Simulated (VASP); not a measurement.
Al3BSb2:

```
CELL_PARAMETERS angstrom
3.72000 0.00000 0.00000
-1.86000 3.22161 0.00000
0.00000 0.00000 9.11000
ATOMIC_POSITIONS crystal
Al 0.66667 0.33333 0.91670
Al 0.00000 0.00000 0.25000
Al 0.33333 0.66667 0.58330
B 0.00000 0.00000 0.00000
Sb 0.66667 0.33333 0.66670
Sb 0.33333 0.66667 0.33330
```

| Item | Value |
| --- | --- |
| Program | VASP 6.6.1 |
| Task | relaxation of cell and atoms |
| Functional | PBE |
| Potentials or basis | VASP PAW PBE potentials, release 64 (Al, B, Sb) |
| Cutoff | 500 eV |
| k mesh | 5 × 5 × 2 |
| Occupations | gaussian, width 0.2 eV |
| Spin | no spin polarisation |

At the start: pressure 44.1 GPa; volume 18.20 Å³/atom.

Task: How do energy, volume and symmetry change on relaxing?

Result: Over 15 steps the energy falls by 1087.7 meV/atom and the volume is 23.56 Å³/atom (+29.5 %); space group P3m1 (No. 156, to 0.1 Å) before and after.

The path:
```tsv
step	energy change (eV)	largest force (eV/Å)	pressure (GPa)	volume (Å³)
1	0.0000	5.8049	44.07	109.18
2	-4.0185	0.7379	-8.34	208.91
3	-5.7272	1.4777	-1.40	159.38
4	-5.7287	1.5246	-1.04	158.25
5	-5.7274	1.5716	-0.67	157.15
6	-5.9007	1.2600	-0.36	154.94
7	-6.0847	1.7053	1.31	149.01
8	-6.0951	0.9511	0.72	150.55
9	-6.2305	0.6967	-0.13	151.11
10	-6.3715	0.6253	-1.70	152.17
11	-6.4751	0.4937	-0.81	146.96
12	-6.5172	0.3297	0.40	141.23
13	-6.5245	0.0913	-0.31	142.18
14	-6.5248	0.1032	-0.21	142.03
15	-6.5261	0.0522	0.03	141.38
```

Final structure:
```cif
data_structure
_symmetry_space_group_name_H-M 'P 1'
_symmetry_Int_Tables_number 1
_cell_length_a 3.8953
_cell_length_b 3.8953
_cell_length_c 10.7590
_cell_angle_alpha 90.000
_cell_angle_beta 90.000
_cell_angle_gamma 120.000
_cell_volume 141.38
loop_
_atom_site_label
_atom_site_type_symbol
_atom_site_fract_x
_atom_site_fract_y
_atom_site_fract_z
_atom_site_occupancy
Al1 Al 0.66667 0.33333 0.97441 1
Al2 Al 0.00000 0.00000 0.18344 1
Al3 Al 0.33333 0.66667 0.57218 1
B1 B 0.00000 0.00000 0.99097 1
Sb1 Sb 0.66667 0.33333 0.70590 1
Sb2 Sb 0.33333 0.66667 0.32310 1
```

Caveat: the k points lie up to 0.37 Å⁻¹ apart in the final cell, too coarse for converged energies and pressures of a metal; the volume moved by over 15 % at a fixed basis, so the end points are rough; the relaxation stopped at a loose force limit of 0.08 eV/Å, so its end isn't a converged minimum.
